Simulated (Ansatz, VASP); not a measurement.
**Mo: VASP beside Ansatz**

```xyz
1
Lattice="-1.5430 1.5430 1.5430 1.5430 -1.5430 1.5430 1.5430 1.5430 -1.5430" Properties=species:S:1:pos:R:3 pbc="T T T"
Mo    0.0000    0.0000    0.0000
```

Alike in both runs: task single point; functional revPBE; k mesh 23 × 23 × 23; occupations fermi-dirac, width 0.1 eV; no spin polarisation.

```csv
,VASP,Ansatz
version,VASP 6.6.1,Ansatz 0.2.0
potentials or method,"VASP PAW PBE potentials, release 64 (Mo_sv), cutoff 520 eV","plane waves (420 eV) with PAW, scalar-relativistic"
valence electrons in the cell,14,14
```

```tsv
	VASP	Ansatz	Ansatz less VASP
pressure (GPa)	25.1	24.4	-0.68
```

VASP's potentials were made for PBE, not for revPBE.
